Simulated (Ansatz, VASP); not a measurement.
## Nb: VASP beside Ansatz

File INCAR:

```
SYSTEM = Nb
ALGO = Normal
EDIFF = 1E-6
ENCUT = 520
GGA = PE
ISIF = 2
ISMEAR = -1
LASPH = .True.
LCHARG = .False.
LREAL = .False.
LWAVE = .False.
NBANDS = 12
NELM = 80
PREC = Accurate
SIGMA = 0.08
```

Contents of KPOINTS:

```
k-points
0
Gamma
  17 17 17
  0 0 0
```

File POSCAR:

```
Nb
1.0
    0.0000000000      2.0367325644      2.0367325644
    2.0367325644      0.0000000000      2.0367325644
    2.0367325644      2.0367325644      0.0000000000
Nb
1
Direct
    0.0000000000      0.0000000000      0.0000000000
```

Input for Ansatz:

```yaml
crystal:
  lattice:
    - [0.0, 2.0367325644, 2.0367325644]
    - [2.0367325644, 0.0, 2.0367325644]
    - [2.0367325644, 2.0367325644, 0.0]
  atoms:
    - { symbol: Nb, position: [0.0, 0.0, 0.0] }
kpoints:
  mp_grid: { grid: [17, 17, 17] }
scf:
  occupations: { method: fermi_dirac, width: 0.08 }
hamiltonian:
  xc: pbe
  pseudopotentials: { kind: all_electron, lapw: { basis_error: 0.001 } }
output:
  forces: true
  stress: true
  eigenvalues: true
  populations: true
```

Change from the starting cell: volume scaled by 0.9, LAPW.

Alike in both runs: task single point; functional PBE; k mesh 17 × 17 × 17; occupations fermi-dirac, width 0.08 eV; no spin polarisation.

```csv
,VASP,Ansatz
version,VASP 6.6.1,Ansatz 0.2.0
potentials or method,"VASP PAW PBE potentials, release 64 (Nb_sv), cutoff 520 eV","all-electron LAPW, scalar-relativistic"
```

```csv
,VASP,Ansatz,Ansatz less VASP
pressure (GPa),20.4,20.7,+0.37
```

Ansatz ran all-electron here, and VASP with PAW potentials.
